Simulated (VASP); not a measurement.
# BP (d3) (F-43m) in VASP: further runs

BP (d3) is run at these levels: PBE+D3(BJ); tasks: single point, relaxation of cell and atoms.

Everything below comes from runs of VASP 6.6.1. Logs are shortened: lines on timing, memory, paths and dates and some standing lists are left out, and cuts for length are marked.

## Step 1: The cell of the first run

It takes space group F-43m (No. 216, cubic). The conventional cell has a = 4.552 Å, b = 4.552 Å, c = 4.552 Å, α = 90.00°, β = 90.00°, γ = 90.00°. Within 2.6 Å of B (site symmetry -43m) lie 4 P at 1.97 Å. Within 2.6 Å of P (site symmetry -43m) lie 4 B at 1.97 Å.

## Step 2: Single point, PBE+D3(BJ) (volume scaled by 1.03)

The input, INCAR:

```
SYSTEM = BP
ALGO = Normal ; EDIFF = 1E-6
ENCUT = 500 ; GGA = PE
GGA_COMPAT = .False. ; ISIF = 2
ISMEAR = 0 ; IVDW = 12
LASPH = .True. ; LCHARG = .False.
LREAL = .False. ; LWAVE = .False.
NBANDS = 11 ; NELM = 120
PREC = Accurate ; SIGMA = 0.02
```

The input, KPOINTS:

```
k-points
0
Gamma
  10 10 10
  0 0 0
```

The input, POSCAR:

```
BP
1.0
    0.0000000000      2.2760522313      2.2760522313
    2.2760522313      0.0000000000      2.2760522313
    2.2760522313      2.2760522313      0.0000000000
B P
1 1
Direct
    0.0000000000      0.0000000000      0.0000000000
    0.2500000000      0.2500000000      0.2500000000
```

Potentials or basis: VASP PAW PBE potentials, release 64 (B, P).

Command:

```console
cat potpaw_PBE.64/B/POTCAR potpaw_PBE.64/P/POTCAR > POTCAR
mpirun -np 1 vasp_std > vasp.out
```

OUTCAR:

```text
SYSTEM = BP
   EDIFF = 1E-6
   ENCUT = 500
   GGA = PE
   ISIF = 2
   ISMEAR = 0
   IVDW = 12
   LASPH = .True.
   LREAL = .False.
   NELM = 120
   PREC = Accurate
 IVDW          = 12

 ion  position               nearest neighbor table
   1  0.000  0.000  0.000-   2 1.97   2 1.97   2 1.97   2 1.97
   2  0.250  0.250  0.250-   1 1.97   1 1.97   1 1.97   1 1.97

  LATTYP: Found a face centered cubic cell.
 ALAT       =     4.5521044626

  Lattice vectors:

 A1 = (   0.0000000000,   2.2760522313,   2.2760522313)
 A2 = (   2.2760522313,   0.0000000000,   2.2760522313)
 A3 = (   2.2760522313,   2.2760522313,   0.0000000000)

Analysis of symmetry for initial positions (statically):
=====================================================================
 Subroutine PRICEL returns:
 Original cell was already a primitive cell.

 Routine SETGRP: Setting up the symmetry group for a
 face centered cubic supercell.

 Subroutine GETGRP returns: Found 24 space group operations
 (whereof 24 operations were pure point group operations)
 out of a pool of 48 trial point group operations.

The static configuration has the point symmetry T_d .

Analysis of symmetry for dynamics (positions and initial velocities):
=====================================================================
 Subroutine PRICEL returns:
 Original cell was already a primitive cell.

 Routine SETGRP: Setting up the symmetry group for a
 face centered cubic supercell.

 Subroutine GETGRP returns: Found 24 space group operations
 (whereof 24 operations were pure point group operations)
 out of a pool of 48 trial point group operations.

The dynamic configuration has the point symmetry T_d .

 Subroutine INISYM returns: Found 24 space group operations
 (whereof 24 operations are pure point group operations),
 and found     1 'primitive' translations

----------------------------------------------------------------------------------------

                                     Primitive cell

  volume of cell :      23.5818

  direct lattice vectors                    reciprocal lattice vectors
     0.000000000  2.276052231  2.276052231    -0.219678614  0.219678614  0.219678614
     2.276052231  0.000000000  2.276052231     0.219678614 -0.219678614  0.219678614
     2.276052231  2.276052231  0.000000000     0.219678614  0.219678614 -0.219678614

  length of vectors
     3.218823934  3.218823934  3.218823934     0.380494521  0.380494521  0.380494521
[... 81 lines left out ...]
   EDIFF  = 0.1E-05   stopping-criterion for ELM
   LREAL  =      F    real-space projection
[... 7 lines left out ...]
   TEBEG  =    0.0;   TEEND  =   0.0 temperature during run
   PSTRESS=    0.0 pullay stress
   NELECT =       8.0000    total number of electrons
   NUPDOWN=      -1.0000    fix difference up-down
   EMIN   =  10.00;   EMAX   =-10.00  energy-range for DOS
   EFERMI =   0.00;   METHOD = LEGACY
   ISMEAR =     0;   SIGMA  =   0.02  broadening in eV -4-tet -1-fermi 0-gaus
   EFERMI_NEDOS =   21; number of points for ismear=-14 and -15
   IALGO  =     38    algorithm
   IMIX   =      4    mixing-type and parameters
     AMIX     =   0.40;   BMIX     =  1.00
     AMIX_MAG =   1.60;   BMIX_MAG =  1.00
  volume/ion in A,a.u.               =      11.79        79.57
  Fermi-wavevector in a.u.,A,eV,Ry     =   1.141772  2.157636 17.737134  1.303643
  Thomas-Fermi vector in A             =   2.278471
   LORBIT       =      0    0 simple, 1 ext, 2 COOP (PROOUT), +10 PAW based schemes
   GGA     = PE    functional components
   LHFCALC =     F    Hartree Fock is set to
   AEXX    =    0.0000 exact exchange contribution
   IVDW    =    12    specifies the selected vdW correction
   LEPSILON=     F    determine dielectric tensor
   LRPA    =     F    only Hartree local field effects (RPA)
 non-spin polarized calculation
 Gauss-broadening in eV      SIGMA  =   0.02
  energy-cutoff  :      500.00
  volume of cell :       23.58
 maximum number of plane-waves:       612
   NGX = 11   NGY = 11   NGZ = 11

 number of electron       8.0000000 magnetization

 Free energy of the ion-electron system (eV)
  ---------------------------------------------------
  ext. energy  EPLUGINS =         0.00000000
  ---------------------------------------------------
  free energy    TOTEN  =       -12.93044330 eV

  energy without entropy =      -12.93044330  energy(sigma->0) =      -12.93044330

 E-fermi :   7.4463     XC(G=0): -10.8672

 val. band max:        7.3231424029   @ k =   0.0000   0.0000   0.0000
 cond. band min:       8.5750487123   @ k =   0.4000   0.4000   0.0000
 fundamental gap:      1.2519063094
 Fermi energy:         7.4462593437

 k-point     1 :       0.0000    0.0000    0.0000
  band No.  band energies     occupation
      1      -8.0544      2.00000
      2       7.3231      2.00000
      3       7.3231      2.00000
      4       7.3231      2.00000
      5      10.7103      0.00000
      6      10.7103      0.00000
      7      10.7103      0.00000
      8      14.5561      0.00000
      9      18.7735      0.00000
     10      19.4254      0.00000
     11      19.4254      0.00000
[... 309 lines left out ...]
 k-point    24 :       0.4000    0.3000    0.0000
  band No.  band energies     occupation
      1      -5.1394      2.00000
      2       1.1833      2.00000
      3       3.3095      2.00000
      4       3.8371      2.00000
      5       9.1419      0.00000
      6      10.9489      0.00000
      7      16.7343      0.00000
      8      16.7521      0.00000
      9      21.2154      0.00000
     10      22.5324      0.00000
     11      24.2492      0.00000

 [... further k-points ...]

------------------------ aborting loop because EDIFF is reached ----------------------------------------

 Edisp (eV)   -0.64085

 E8    (eV) :    -0.2343

  FORCE on cell =-STRESS in cart. coord.  units (eV):
  Direction    XX          YY          ZZ          XY          YZ          ZX
  --------------------------------------------------------------------------------------
  -------------------------------------------------------------------------------------
  Total      -0.73342    -0.73342    -0.73342     0.00000     0.00000     0.00000
  in kB     -49.82955   -49.82955   -49.82955     0.00000     0.00000     0.00000
  external pressure =      -49.83 kB  Pullay stress =        0.00 kB

 VOLUME and BASIS-vectors are now :
 -----------------------------------------------------------------------------
  energy-cutoff  :      500.00
  volume of cell :       23.58
      direct lattice vectors                 reciprocal lattice vectors
     0.000000000  2.276052231  2.276052231    -0.219678614  0.219678614  0.219678614
     2.276052231  0.000000000  2.276052231     0.219678614 -0.219678614  0.219678614
     2.276052231  2.276052231  0.000000000     0.219678614  0.219678614 -0.219678614

 POSITION                                       TOTAL-FORCE (eV/Angst)
 -----------------------------------------------------------------------------------
      0.00000      0.00000      0.00000        -0.000000     -0.000000     -0.000000
      1.13803      1.13803      1.13803         0.000000      0.000000      0.000000
 -----------------------------------------------------------------------------------
    total drift:                                0.000000      0.000000      0.000000

  FREE ENERGIE OF THE ION-ELECTRON SYSTEM (eV)
  ---------------------------------------------------
  free  energy   TOTEN  =       -13.5712974290 eV

  energy  without entropy=      -13.5712974290  energy(sigma->0) =      -13.57129743
```

It took 6.8 s on 1 thread of AMD EPYC 9R45 (Zen 5), shared host; peak memory 0.12 GiB.

What came out:

```
Free energy                : -13.5713 eV
Pressure                   : -5.0 GPa
Band gap on the k mesh     : 1.25 eV, indirect (least direct gap 3.39 eV)
Dispersion energy per atom : -0.320 eV
```

Levels at points of the mesh, in eV from the valence-band top:
```csv
k point,band 1,band 2,band 3,band 4,band 5,band 6,band 7,band 8
"(0.00, 0.00, 0.00)",-15.38,0.00,0.00,0.00,3.39,3.39,3.39,7.23
"(0.50, 0.00, 0.00)",-12.09,-8.97,-1.75,-1.75,3.73,4.71,4.71,10.09
"(0.50, 0.50, 0.00)",-10.57,-8.53,-4.08,-4.08,1.35,1.67,12.04,12.04
```

Caveat: the cell differs from its parent crystal (volume scaled by 1.03).

## Step 3: Single point, PBE+D3(BJ) (volume scaled by 1.06)

The input, INCAR:

```
PREC = Accurate
ENCUT = 500
EDIFF = 1E-6
ISMEAR = 0
SIGMA = 0.02
LREAL = F
LASPH = T
NELM = 120
ALGO = Normal
ISIF = 2
LWAVE = F
LCHARG = F
GGA = PE
IVDW = 12
NBANDS = 11
GGA_COMPAT = F
```

The input, KPOINTS:

```
regular mesh
0
Gamma
  10 10 10
```

The input, POSCAR:

```
BP
1.0
    0.0000000000      2.2979386916      2.2979386916
    2.2979386916      0.0000000000      2.2979386916
    2.2979386916      2.2979386916      0.0000000000
B P
1 1
Direct
    0.0000000000      0.0000000000      0.0000000000
    0.2500000000      0.2500000000      0.2500000000
```

Potentials or basis: VASP PAW PBE potentials, release 64 (B, P).

Command:

```console
cat potpaw_PBE.64/B/POTCAR potpaw_PBE.64/P/POTCAR > POTCAR
mpirun -np 1 vasp_std > vasp.out
```

Wall time 7.1 s (1 thread of AMD EPYC 9R45 (Zen 5), shared host); peak memory 0.11 GiB.

The run converged. Its results:

- Free energy: -13.5413 eV
- Pressure: -9.1 GPa
- Band gap on the k mesh: 1.29 eV, indirect (least direct gap 3.35 eV)
- Dispersion energy per atom: -0.311 eV

Levels at points of the mesh, in eV from the valence-band top:
```csv
k point,band 1,band 2,band 3,band 4,band 5,band 6,band 7,band 8
"(0.00, 0.00, 0.00)",-15.12,0.00,0.00,0.00,3.35,3.35,3.35,6.80
"(0.50, 0.00, 0.00)",-11.94,-8.76,-1.71,-1.71,3.56,4.69,4.69,9.99
"(0.50, 0.50, 0.00)",-10.47,-8.39,-3.98,-3.98,1.41,1.70,11.77,11.77
```

Caveat: the cell differs from its parent crystal (volume scaled by 1.06). A k mesh can miss the band edges.

## Step 4: Single point, PBE+D3(BJ) (volume scaled by 1.09)

The input, INCAR:

```
SYSTEM = BP
PREC = Accurate
ENCUT = 500
EDIFF = 1E-6
ISMEAR = 0
SIGMA = 0.02
LREAL = .False.
LASPH = .True.
NELM = 120
ALGO = Normal
ISIF = 2
LWAVE = .False.
LCHARG = .False.
GGA = PE
IVDW = 12
NBANDS = 11
GGA_COMPAT = .False.
```

The input, KPOINTS:

```
regular mesh
0
Gamma
  10 10 10
  0 0 0
```

The input, POSCAR:

```
BP
1.0
    0.0000000000      2.3194159989      2.3194159989
    2.3194159989      0.0000000000      2.3194159989
    2.3194159989      2.3194159989      0.0000000000
B P
1 1
Direct
    0.0000000000      0.0000000000      0.0000000000
    0.2500000000      0.2500000000      0.2500000000
```

Command:

```console
cat potpaw_PBE.64/B/POTCAR potpaw_PBE.64/P/POTCAR > POTCAR
mpirun -np 1 vasp_std > vasp.out
```

It took 7 s on 1 thread of AMD EPYC 9R45 (Zen 5), shared host; peak memory 0.12 GiB.

The run converged. Its results:

| Quantity | Value |
| --- | --- |
| Free energy | -13.4948 eV |
| Pressure | -12.6 GPa |
| Band gap on the k mesh | 1.33 eV, indirect (least direct gap 3.31 eV) |
| Dispersion energy per atom | -0.303 eV |

Levels at points of the mesh, in eV from the valence-band top:
```csv
k point,band 1,band 2,band 3,band 4,band 5,band 6,band 7,band 8,band 9
"(0.00, 0.00, 0.00)",-14.88,0.00,0.00,0.00,3.31,3.31,3.31,6.39,11.09
"(0.50, 0.00, 0.00)",-11.81,-8.57,-1.67,-1.67,3.40,4.67,4.67,9.90,14.21
"(0.50, 0.50, 0.00)",-10.37,-8.25,-3.88,-3.88,1.46,1.72,11.51,11.51,14.46
```

Caveat: the cell differs from its parent crystal (volume scaled by 1.09).

## Step 5: Relaxation of cell and atoms, PBE+D3(BJ)

This run uses another cell than the first one, of 11.68 Å³/atom, 0.991 times its volume.

The input, INCAR:

```
SYSTEM = BP
ALGO = Normal
EDIFF = 1E-7
EDIFFG = -0.002
ENCUT = 500
GGA = PE
GGA_COMPAT = .False.
IBRION = 2
ISIF = 3
ISMEAR = 0
IVDW = 12
LASPH = .True.
LCHARG = .False.
LREAL = .False.
LWAVE = .False.
NELM = 120
NELMIN = 4
NSW = 100
PREC = Accurate
SIGMA = 0.02
```

The input, KPOINTS:

```
k-points
0
Gamma
  10 10 10
  0 0 0
```

The input, POSCAR:

```
BP
1.0
    0.0000000000      2.2690000000      2.2690000000
    2.2690000000      0.0000000000      2.2690000000
    2.2690000000      2.2690000000      0.0000000000
B P
1 1
Direct
    0.0000000000      0.0000000000      0.0000000000
    0.2500000000      0.2500000000      0.2500000000
```

Command:

```console
cat potpaw_PBE.64/B/POTCAR potpaw_PBE.64/P/POTCAR > POTCAR
mpirun -np 1 vasp_std > vasp.out
```

Run time: 12 s. Hardware: 1 thread of AMD EPYC 9R45 (Zen 5), shared host; peak memory 0.11 GiB.

The run converged. Its results:

```
Free energy                            : -13.5827 eV
Relaxed volume                         : 11.43 Å³/atom
Relaxed cell                           : a = 3.186 Å, b = 3.186 Å, c = 3.186 Å, α = 60.00°, β = 60.00°, γ = 60.00°
Space group after relaxing (to 0.05 Å) : F-43m (No. 216)
Energy gained by relaxing              : 2.8 meV/atom
Ionic steps                            : 3
Pressure after relaxing                : 0.0 GPa
Band gap on the k mesh                 : 1.21 eV, indirect (least direct gap 3.43 eV)
Dispersion energy per atom             : -0.331 eV
```

The path:
```
step  energy change (eV)  largest force (eV/Å)  pressure (GPa)  volume (Å³)
   1              0.0000                0.0000           -3.54        23.36
   2             -0.0026                0.0000            2.79        22.50
   3             -0.0057                0.0000            0.00        22.86
```

Final structure:
```
CELL_PARAMETERS angstrom
0.00000 2.25264 2.25264
2.25264 0.00000 2.25264
2.25264 2.25264 0.00000
ATOMIC_POSITIONS crystal
B 0.00000 0.00000 0.00000
P 0.25000 0.25000 0.25000
```

Levels at points of the mesh, in eV from the valence-band top:
| k point | band 2 | band 3 | band 4 | band 5 | band 6 | band 7 |
| --- | --- | --- | --- | --- | --- | --- |
| (0.00, 0.00, 0.00) | 0.00 | 0.00 | 0.00 | 3.43 | 3.43 | 3.43 |
| (0.50, 0.00, 0.00) | -9.19 | -1.78 | -1.78 | 3.91 | 4.73 | 4.73 |
| (0.50, 0.50, 0.00) | -8.70 | -4.19 | -4.19 | 1.29 | 1.64 | 12.33 |

## Step 6: Overview

```csv
task,cell,gap on the mesh (eV),pressure (GPa)
single point,"a = 3.219 Å, angles 60.0°, 2 atoms",1.25,-5.0
single point,"a = 3.250 Å, angles 60.0°, 2 atoms",1.29,-9.1
single point,"a = 3.280 Å, angles 60.0°, 2 atoms",1.33,-12.6
relaxation of cell and atoms,"relaxed from a = 3.209 Å, angles 60.0°, 2 atoms",1.21,0.0
```

Alike in all rows: level PBE+D3(BJ); potentials or basis VASP PAW PBE potentials, release 64 (B, P); no spin polarisation; k mesh 10 × 10 × 10; cutoff (eV) 500; smearing gaussian 0.02 eV.

Absolute energies hang on the potentials; compare differences alone.
